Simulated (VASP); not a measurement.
# CaAlO4 (P4/mmm) in VASP: further runs

CaAlO4 is run at these levels: PBE; tasks: single point, relaxation of cell and atoms.

All numbers are computed with VASP 6.6.1; they aren't measurements. Logs are shortened: lines on timing, memory, paths and dates and some standing lists are left out, and cuts for length are marked.

**1. The cell of the first run**

It takes space group P4/mmm (No. 123, tetragonal). The conventional cell has a = 3.328 Å, b = 3.328 Å, c = 5.811 Å, α = 90.00°, β = 90.00°, γ = 90.00°. Within 3.1 Å of Ca (site symmetry 4/mmm) lie 8 O at 2.36 Å. Within 2.7 Å of Al (site symmetry 4/mmm) lie 8 O at 2.07 Å. Within 2.7 Å of O (site symmetry 2mm) lie 2 Al at 2.07 Å and 5 O at 2.35 to 2.46 Å and 2 Ca at 2.36 Å.

The cell was built from a structure type or drawn by symmetry, and may not be a known phase.

**2. Single point, PBE, collinear spin, ferromagnetic start**

Input file INCAR:

```
ALGO = Normal
EDIFF = 1E-6
ENCUT = 520
GGA = PE
ISIF = 2
ISMEAR = 0
ISPIN = 2
LASPH = T
LCHARG = T
LELF = T
LORBIT = 11
LREAL = F
LVHAR = T
LWAVE = F
MAGMOM = 0 0 1 1 1 1
NBANDS = 32
NELM = 150
PREC = Accurate
SIGMA = 0.1
```

Input file KPOINTS:

```
k-points
0
Gamma
  6 6 4
```

Input file POSCAR:

```
CaAlO4
1.0
    3.3279613314      0.0000000000      0.0000000000
    0.0000000000      3.3279613314      0.0000000000
    0.0000000000      0.0000000000      5.8106172166
Ca Al O
1 1 4
Direct
    0.0000000000      0.0000000000      0.0000000000
    0.5000000000      0.5000000000      0.5000000000
    0.5000000000      0.0000000000      0.7114812779
    0.0000000000      0.5000000000      0.2885187221
    0.5000000000      0.0000000000      0.2885187221
    0.0000000000      0.5000000000      0.7114812779
```

Potentials or basis: VASP PAW PBE potentials, release 64 (Ca_sv, Al, O).

On the command line:

```console
cat potpaw_PBE.64/Ca_sv/POTCAR potpaw_PBE.64/Al/POTCAR potpaw_PBE.64/O/POTCAR > POTCAR
mpirun -np 1 vasp_std > vasp.out
```

OUTCAR:

```text
EDIFF = 1E-6
   ENCUT = 520
   GGA = PE
   ISIF = 2
   ISMEAR = 0
   ISPIN = 2
   LASPH = T
   LORBIT = 11
   LREAL = F
   NELM = 150
   PREC = Accurate

 ion  position               nearest neighbor table
   1  0.000  0.000  0.000-   3 2.36   4 2.36   5 2.36   6 2.36   4 2.36   6 2.36   3 2.36   5 2.36

   2  0.500  0.500  0.500-   3 2.07   4 2.07   5 2.07   6 2.07   3 2.07   5 2.07   4 2.07   6 2.07

   3  0.500  0.000  0.711-   2 2.07   2 2.07   1 2.36   1 2.36
   4  0.000  0.500  0.289-   2 2.07   2 2.07   1 2.36   1 2.36
   5  0.500  0.000  0.289-   2 2.07   2 2.07   1 2.36   1 2.36
   6  0.000  0.500  0.711-   2 2.07   2 2.07   1 2.36   1 2.36

  LATTYP: Found a simple tetragonal cell.
 ALAT       =     3.3279613314
 C/A-ratio  =     1.7459990180

  Lattice vectors:

 A1 = (   3.3279613314,   0.0000000000,   0.0000000000)
 A2 = (   0.0000000000,   3.3279613314,   0.0000000000)
 A3 = (   0.0000000000,   0.0000000000,   5.8106172166)

Analysis of symmetry for initial positions (statically):
=====================================================================
 Subroutine PRICEL returns:
 Original cell was already a primitive cell.

 Routine SETGRP: Setting up the symmetry group for a
 simple tetragonal supercell.

 Subroutine GETGRP returns: Found 16 space group operations
 (whereof 16 operations were pure point group operations)
 out of a pool of 16 trial point group operations.

The static configuration has the point symmetry D_4h.

Analysis of symmetry for dynamics (positions and initial velocities):
=====================================================================
 Subroutine PRICEL returns:
 Original cell was already a primitive cell.

 Routine SETGRP: Setting up the symmetry group for a
 simple tetragonal supercell.

 Subroutine GETGRP returns: Found 16 space group operations
 (whereof 16 operations were pure point group operations)
 out of a pool of 16 trial point group operations.

The dynamic configuration has the point symmetry D_4h.

Analysis of structural, dynamic, and magnetic symmetry:
=====================================================================
 Subroutine PRICEL returns:
 Original cell was already a primitive cell.

 Routine SETGRP: Setting up the symmetry group for a
 simple tetragonal supercell.

 Subroutine GETGRP returns: Found 16 space group operations
 (whereof 16 operations were pure point group operations)
 out of a pool of 16 trial point group operations.

The overall configuration has the point symmetry D_4h.

 Subroutine INISYM returns: Found 16 space group operations
 (whereof 16 operations are pure point group operations),
 and found     1 'primitive' translations

----------------------------------------------------------------------------------------

                                     Primitive cell

  volume of cell :      64.3545

  direct lattice vectors                    reciprocal lattice vectors
     3.327961331  0.000000000  0.000000000     0.300484261  0.000000000  0.000000000
     0.000000000  3.327961331  0.000000000     0.000000000  0.300484261  0.000000000
     0.000000000  0.000000000  5.810617217     0.000000000  0.000000000  0.172098757

  length of vectors
     3.327961331  3.327961331  5.810617217     0.300484261  0.300484261  0.172098757

  position of ions in fractional coordinates (direct lattice)
     0.000000000  0.000000000  0.000000000
     0.500000000  0.500000000  0.500000000
     0.500000000  0.000000000  0.711481278
     0.000000000  0.500000000  0.288518722
     0.500000000  0.000000000  0.288518722
     0.000000000  0.500000000  0.711481278

  ion indices of the primitive-cell ions
   primitive index   ion index
                 1           1
                 2           2
                 3           3
                 4           4
                 5           5
                 6           6

----------------------------------------------------------------------------------------

[... 30 lines left out ...]
  0.166667  0.166667  0.000000      4.000000
  0.333333  0.166667  0.000000      8.000000
[... 16 lines left out ...]
  0.333333  0.000000  0.500000      4.000000
  0.500000  0.000000  0.500000      2.000000
 [... further k-points ...]
   k-points           NKPTS =     30   k-points in BZ     NKDIM =     30   number of bands    NBANDS=     32
   number of dos      NEDOS =    301   number of ions     NIONS =      6
   total plane-waves  NPLWV =  37632
   dimension x,y,z NGX =    28 NGY =   28 NGZ =   48
   dimension x,y,z NGXF=    56 NGYF=   56 NGZF=   96
   ions per type =               1   1   4
   NGX,Y,Z   is equivalent  to a cutoff of  13.99, 13.99, 13.73 a.u.
   NGXF,Y,Z  is equivalent  to a cutoff of  27.97, 27.97, 27.47 a.u.
 SYSTEM =  unknown system
   PREC   = accura    normal or accurate (medium, high low for compatibility)
   ISTART =      0    job   : 0-new  1-cont  2-samecut
   ICHARG =      2    charge: 1-file 2-atom 10-const
   ISPIN  =      2    spin polarized calculation?
   LNONCOLLINEAR =      F non collinear calculations
   LSORBIT =      F    spin-orbit coupling
   LASPH  =      T    aspherical Exc in radial PAW
   ENCUT  =  520.0 eV  38.22 Ry    6.18 a.u.   6.19  6.19 10.80*2*pi/ulx,y,z
   NELM   =    150;   NELMIN=  2; NELMDL= -5     # of ELM steps
   EDIFF  = 0.1E-05   stopping-criterion for ELM
   LREAL  =      F    real-space projection
   EDIFFG = 0.1E-04   stopping-criterion for IOM
   NSW    =      0    number of steps for IOM
   IBRION =     -1    ionic relax: 0-MD 1-quasi-New 2-CG
   NFREE  =      0    steps in history (QN), initial steepest desc. (CG)
   ISIF   =      2    stress and relaxation
   ISYM   =      2    0-nonsym 1-usesym 2-fastsym
   POTIM  = 0.5000    time-step for ionic-motion
   TEBEG  =    0.0;   TEEND  =   0.0 temperature during run
   PSTRESS=    0.0 pullay stress
   NELECT =      37.0000    total number of electrons
   NUPDOWN=      -1.0000    fix difference up-down
   EMIN   =  10.00;   EMAX   =-10.00  energy-range for DOS
   EFERMI =   0.00;   METHOD = LEGACY
   ISMEAR =     0;   SIGMA  =   0.10  broadening in eV -4-tet -1-fermi 0-gaus
   EFERMI_NEDOS =   21; number of points for ismear=-14 and -15
   IALGO  =     38    algorithm
   IMIX   =      4    mixing-type and parameters
     AMIX     =   0.40;   BMIX     =  1.00
     AMIX_MAG =   1.60;   BMIX_MAG =  1.00
  volume/ion in A,a.u.               =      10.73        72.38
  Fermi-wavevector in a.u.,A,eV,Ry     =   1.361285  2.572456 25.212922  1.853098
  Thomas-Fermi vector in A             =   2.487874
   LORBIT       =     11    0 simple, 1 ext, 2 COOP (PROOUT), +10 PAW based schemes
   GGA     = PE    functional components
   LHFCALC =     F    Hartree Fock is set to
   AEXX    =    0.0000 exact exchange contribution
   IVDW    =     0    specifies the selected vdW correction
   LEPSILON=     F    determine dielectric tensor
   LRPA    =     F    only Hartree local field effects (RPA)
 spin polarized calculation
 Gauss-broadening in eV      SIGMA  =   0.10
  energy-cutoff  :      520.00
  volume of cell :       64.35
 maximum number of plane-waves:      1752
 NGX is ok and might be reduce to    28
   NGX = 13   NGY = 13   NGZ = 21

 number of electron      37.0000014 magnetization       0.6951544

 Free energy of the ion-electron system (eV)
  ---------------------------------------------------
  ext. energy  EPLUGINS =         0.00000000
  ---------------------------------------------------
  free energy    TOTEN  =       -35.07615949 eV

  energy without entropy =      -35.06458883  energy(sigma->0) =      -35.07037416

 E-fermi :   3.6251     XC(G=0): -10.8346

 val. band max:        3.6180621718   @ k =   0.0000   0.0000   0.0000
 cond. band min:       3.6272802701   @ k =   0.1667   0.0000   0.0000
 fundamental gap:      0.0092180983
 Fermi energy:         3.6250632825

 spin component 1

 k-point     1 :       0.0000    0.0000    0.0000
  band No.  band energies     occupation
      1     -34.1888      1.00000
      2     -16.2722      1.00000
      3     -15.4059      1.00000
      4     -15.1618      1.00000
      5     -15.1618      1.00000
      6     -13.1830      1.00000
[... 781 lines left out ...]
     29      17.0216      0.00000
     30      17.2104      0.00000

 [... further k-points ...]

 spin component 2

 k-point     1 :       0.0000    0.0000    0.0000
  band No.  band energies     occupation
      1     -34.1903      1.00000
      2     -16.1753      1.00000
      3     -15.1627      1.00000
      4     -15.1627      1.00000
      5     -15.1599      1.00000
      6     -13.0072      1.00000
[... 781 lines left out ...]
     29      17.0775      0.00000
     30      17.2870      0.00000

 [... further k-points ...]

 [bands above 30 left out]

------------------------ aborting loop because EDIFF is reached ----------------------------------------

  FORCE on cell =-STRESS in cart. coord.  units (eV):
  Direction    XX          YY          ZZ          XY          YZ          ZX
  --------------------------------------------------------------------------------------
  -------------------------------------------------------------------------------------
  Total        0.0937442      0.0937442      0.2063441      0.0000000      0.0000000     -0.0000000
  in kB        2.3338668      2.3338668      5.1371683      0.0000000      0.0000000     -0.0000000
  external PRESSURE =       3.2683007 kB  Pullay stress =       0.0000000 kB

 VOLUME and BASIS-vectors are now :
 -----------------------------------------------------------------------------
  energy-cutoff  :      520.00
  volume of cell :       64.35
      direct lattice vectors                 reciprocal lattice vectors
     3.327961331  0.000000000  0.000000000     0.300484261  0.000000000  0.000000000
     0.000000000  3.327961331  0.000000000     0.000000000  0.300484261  0.000000000
     0.000000000  0.000000000  5.810617217     0.000000000  0.000000000  0.172098757

 POSITION                                       TOTAL-FORCE (eV/Angst)
 -----------------------------------------------------------------------------------
      0.00000      0.00000      0.00000         0.000000     -0.000000      0.000000
      1.66398      1.66398      2.90531         0.000000     -0.000000      0.000000
      1.66398      0.00000      4.13415        -0.000000      0.000000     -0.038495
      0.00000      1.66398      1.67647         0.000000      0.000000      0.038495
      1.66398      0.00000      1.67647         0.000000     -0.000000      0.038495
      0.00000      1.66398      4.13415        -0.000000      0.000000     -0.038495
 -----------------------------------------------------------------------------------
    total drift:                               -0.000000     -0.000000      0.000000

  FREE ENERGIE OF THE ION-ELECTRON SYSTEM (eV)
  ---------------------------------------------------
  free  energy   TOTEN  =       -35.0761594939 eV

  energy  without entropy=      -35.0645888342  energy(sigma->0) =      -35.07037416

 total charge

# of ion       s       p       d       tot
------------------------------------------
    1        2.039   5.891   0.310   8.240
    2        0.272   0.304   0.000   0.577
    3        1.595   3.317   0.000   4.912
    4        1.595   3.317   0.000   4.912
    5        1.595   3.317   0.000   4.912
    6        1.595   3.317   0.000   4.912
--------------------------------------------------
tot          8.690  19.464   0.310  28.465

 magnetization (x)

# of ion       s       p       d       tot
------------------------------------------
    1       -0.001   0.000  -0.001  -0.002
    2       -0.004  -0.001   0.000  -0.005
    3        0.003   0.152   0.000   0.154
    4        0.003   0.152   0.000   0.154
    5        0.003   0.152   0.000   0.154
    6        0.003   0.152   0.000   0.154
--------------------------------------------------
tot          0.006   0.605  -0.001   0.610
```

Wall time 2.5 min (1 thread of Intel Xeon Platinum 8175M at 2.50GHz (Skylake/Cascade Lake), shared host); peak memory 0.27 GiB.

What came out:

```
Free energy                                           : -35.0762 eV
Pressure                                              : 0.3 GPa
Largest force                                         : 0.038 eV/Å
Net moment                                            : 0.70 μB per cell
Site moments                                          : Ca -0.00; Al -0.01; O +0.15 μB
Valence electrons inside the program's atomic spheres : Ca 8.24; Al 0.58; O 4.91
```

Forces in eV/Å, atoms in the order of the input:
```
Ca   0.000  0.000  0.000
Al   0.000  0.000  0.000
O    0.000  0.000 -0.038
O    0.000  0.000  0.038
O    0.000  0.000  0.038
O    0.000  0.000 -0.038
```

**3. Single point, PBE, collinear spin, ferromagnetic start**

This run uses another cell than the first one, of 11.38 Å³/atom.

Input file INCAR:

```
  ALGO = Normal
  EDIFF = 1E-7
  ENCUT = 520
  GGA = PE
  ISIF = 2
  ISMEAR = 0
  ISPIN = 2
  LASPH = T
  LCHARG = T
  LELF = T
  LORBIT = 11
  LREAL = F
  LVHAR = T
  LWAVE = F
  MAGMOM = 0 0 1 1 1 1
  NBANDS = 32
  NELM = 150
  PREC = Accurate
  SIGMA = 0.1
```

KPOINTS is that of step 2.

Input file POSCAR:

```
CaAlO4
1.0
    3.5624075900      0.0000000000      0.0000000000
    0.0000000000      3.5624075900      0.0000000000
    0.0000000000      0.0000000000      5.3815294100
Ca Al O
1 1 4
Direct
    0.0000000000      0.0000000000      0.0000000000
    0.5000000000      0.5000000000      0.5000000000
    0.5000000000      0.0000000000      0.7163936500
    0.0000000000      0.5000000000      0.2836063500
    0.5000000000      0.0000000000      0.2836063500
    0.0000000000      0.5000000000      0.7163936500
```

Potentials or basis: VASP PAW PBE potentials, release 64 (Ca_sv, Al, O).

On the command line:

```console
cat potpaw_PBE.64/Ca_sv/POTCAR potpaw_PBE.64/Al/POTCAR potpaw_PBE.64/O/POTCAR > POTCAR
mpirun -np 1 vasp_std > vasp.out
```

It took 3.2 min on 1 thread of Intel Xeon Platinum 8175M at 2.50GHz (Skylake/Cascade Lake), shared host; peak memory 0.25 GiB.

It converged, with:

```yaml
Free_energy: -34.7452 eV
Pressure: -2.9 GPa
Largest_force: 0.585 eV/Å
Band_gap_on_the_k_mesh: zero (filled and empty bands overlap)
Net_moment: 2.99 μB per cell
Site_moments: Ca +0.02; Al -0.03; O +0.65 μB
Valence_electrons_inside_the_program's_atomic_spheres: Ca 8.23; Al 0.54; O 4.90
```

Forces on the atoms (eV/Å):
```
Ca   0.000  0.000  0.000
Al   0.000  0.000  0.000
O    0.000  0.000 -0.585
O    0.000  0.000  0.585
O    0.000  0.000  0.585
O    0.000  0.000 -0.585
```

Stress tensor (GPa, compression positive):
```
-3.71  0.00  0.00
 0.00 -3.71  0.00
 0.00  0.00 -1.43
```

Levels at points of the mesh, in eV from the Fermi level:
Spin up:
```tsv
k point	band 17	band 18	band 19	band 20	band 21	band 22	band 23	band 24
(0.00, 0.00, 0.00)	-0.86	-0.62	-0.62	-0.26	3.95	7.01	8.31	8.35
(0.50, 0.00, 0.00)	-2.24	-1.75	-1.02	-0.63	7.40	7.43	7.65	8.44
(0.50, 0.50, 0.00)	-0.66	-0.50	-0.08	-0.02	4.75	8.90	8.96	9.52
(0.00, 0.00, 0.50)	-1.04	-1.04	-0.45	-0.45	5.35	5.86	8.38	8.43
(0.50, 0.00, 0.50)	-2.24	-1.84	-1.65	-1.31	7.60	7.83	7.93	8.86
(0.50, 0.50, 0.50)	-0.62	-0.31	-0.23	-0.13	6.00	7.75	9.06	9.06
```
Spin down:
```
           k point  band 14  band 15  band 16  band 17  band 18  band 19  band 20  band 21
(0.00, 0.00, 0.00)    -2.54     0.11     0.47     0.47     0.65     0.65     1.01     4.10
(0.50, 0.00, 0.00)    -1.58    -1.38    -0.99    -0.95    -0.38     0.13     0.59     7.53
(0.50, 0.50, 0.00)    -2.03     0.17     0.17     0.36     0.99     1.02     1.59     4.73
(0.00, 0.00, 0.50)    -1.59    -1.54    -0.36     0.20     0.20     0.92     0.92     5.62
(0.50, 0.00, 0.50)    -1.61    -1.58    -1.06    -0.97    -0.73    -0.26    -0.23     7.89
(0.50, 0.50, 0.50)    -2.73    -0.10    -0.10     0.40     0.94     1.27     1.32     6.09
```

**4. Relaxation of cell and atoms, PBE, collinear spin, ferromagnetic start**

This run uses another cell than the first one, of 11.38 Å³/atom.

Input file INCAR:

```
PREC = Accurate
ENCUT = 600
EDIFF = 1E-7
ISMEAR = 0
SIGMA = 0.1
LREAL = F
LASPH = T
NELM = 150
ALGO = Normal
ISIF = 3
LWAVE = F
LCHARG = F
ISPIN = 2
MAGMOM = 0 0 1 1 1 1
LORBIT = 11
GGA = PE
IBRION = 2
NSW = 90
EDIFFG = -0.04
```

Input file KPOINTS:

```
Automatic mesh
0
Gamma
  6 6 4
```

POSCAR is that of step 3.

On the command line:

```console
cat potpaw_PBE.64/Ca_sv/POTCAR potpaw_PBE.64/Al/POTCAR potpaw_PBE.64/O/POTCAR > POTCAR
mpirun -np 1 vasp_std > vasp.out
```

It took 32 min on 1 thread of Intel Xeon 8259CL, shared host; peak memory 0.29 GiB.

The run converged. Its results:

| Property | Result |
| --- | --- |
| Free energy | -34.9428 eV |
| Relaxed volume | 11.15 Å³/atom |
| Relaxed cell | a = 3.627 Å, b = 3.627 Å, c = 5.087 Å, α = 90.00°, β = 90.00°, γ = 90.00° |
| Space group after relaxing (to 0.1 Å) | P4/mmm (No. 123) |
| Energy gained by relaxing | 31.9 meV/atom |
| Ionic steps | 18 |
| Pressure after relaxing | 0.1 GPa |
| Largest force after relaxing | 0.032 eV/Å |
| Band gap on the k mesh | zero (filled and empty bands overlap) |
| Net moment | 2.99 μB per cell |
| Site moments | Ca +0.04; Al -0.03; O +0.64 μB |
| Valence electrons inside the program's atomic spheres | Ca 8.21; Al 0.56; O 4.92 |

Forces in eV/Å, atoms in the order of the input:
```
Ca   0.000  0.000  0.000
Al   0.000  0.000  0.000
O    0.000  0.000  0.032
O    0.000  0.000 -0.032
O    0.000  0.000 -0.032
O    0.000  0.000  0.032
```

Stress tensor (GPa, compression positive):
```
 0.13  0.00  0.00
 0.00  0.13  0.00
 0.00  0.00 -0.07
```

Step by step:
```tsv
step	energy change (eV)	largest force (eV/Å)	pressure (GPa)	volume (Å³)
1	0.0000	0.5845	-3.11	68.30
2	-0.0668	0.2755	1.06	66.14
3	-0.0682	0.2122	1.84	65.78
4	-0.0818	0.0469	0.37	66.59
5	-0.0824	0.0111	0.02	66.79
6	-0.0868	0.0542	-0.19	66.90
7	-0.1147	0.2188	-0.79	67.20
8	-0.1750	0.0911	-1.59	67.77
9	-0.1134	0.2418	-3.91	68.69
10	-0.1657	0.2021	-2.30	68.30
11	-0.1842	0.0403	-1.89	67.99
12	-0.1853	0.0823	-1.65	67.88
13	-0.1853	0.0927	-1.58	67.85
14	-0.1870	0.0858	-1.33	67.70
15	-0.1903	0.0627	-0.54	67.26
16	-0.1891	0.0088	1.13	66.37
17	-0.1911	0.0428	0.10	66.91
18	-0.1912	0.0318	0.06	66.92
```

Final structure:
```
Ca Al O
1.0
     3.62706    0.00000    0.00000
     0.00000    3.62706    0.00000
     0.00000    0.00000    5.08702
Ca Al O
1 1 4
Direct
  0.00000 0.00000 0.00000
  0.50000 0.50000 0.50000
  0.50000 0.00000 0.70137
  0.00000 0.50000 0.29863
  0.50000 0.00000 0.29863
  0.00000 0.50000 0.70137
```

Levels at points of the mesh, in eV from the Fermi level:
Spin up:
```
           k point  band 18  band 19  band 20  band 21  band 22  band 23
(0.00, 0.00, 0.00)    -0.73    -0.68    -0.09     3.51     6.34     7.63
(0.50, 0.00, 0.00)    -1.58    -0.71    -0.38     7.00     7.01     7.15
(0.50, 0.50, 0.00)    -0.70    -0.34    -0.02     4.49     8.29     8.86
(0.00, 0.00, 0.50)    -1.38    -0.52    -0.52     4.73     5.44     7.68
(0.50, 0.00, 0.50)    -1.73    -1.51    -1.17     7.22     7.48     7.79
(0.50, 0.50, 0.50)    -0.68    -0.39    -0.27     5.58     8.43     8.51
```
Spin down:
```
           k point  band 15  band 16  band 17  band 18  band 19  band 20
(0.00, 0.00, 0.00)    -0.35    -0.35     0.24     0.24     1.13     1.85
(0.50, 0.00, 0.00)    -1.71    -1.70    -1.16    -0.53     1.06     1.50
(0.50, 0.50, 0.00)    -0.67     0.25     0.49     1.08     1.08     1.19
(0.00, 0.00, 0.50)    -0.91    -0.62    -0.62     0.26     0.53     0.53
(0.50, 0.00, 0.50)    -1.96    -1.70    -1.13    -0.46    -0.16     0.50
(0.50, 0.50, 0.50)    -0.63     0.44     0.50     0.65     0.65     0.89
```

**5. Summary**

```csv
task,cell,cutoff (eV),gap on the mesh (eV),pressure (GPa),moment (μB),largest force (eV/Å)
single point,"a = 3.328, b = 3.328, c = 5.811 Å, 6 atoms, atomic positions A",520,none,0.3,0.70,0.04
single point,"a = 3.562, b = 3.562, c = 5.382 Å, 6 atoms, atomic positions B",520,none,-2.9,2.99,0.58
relaxation of cell and atoms,"relaxed from a = 3.562, b = 3.562, c = 5.382 Å, 6 atoms, atomic positions B",600,none,0.1,2.99,0.03
```

Alike in all rows: level PBE; potentials or basis VASP PAW PBE potentials, release 64 (Ca_sv, Al, O); spin collinear, ferromagnetic start; k mesh 6 × 6 × 4; smearing gaussian 0.1 eV.

Absolute energies hang on the potentials; compare differences alone.
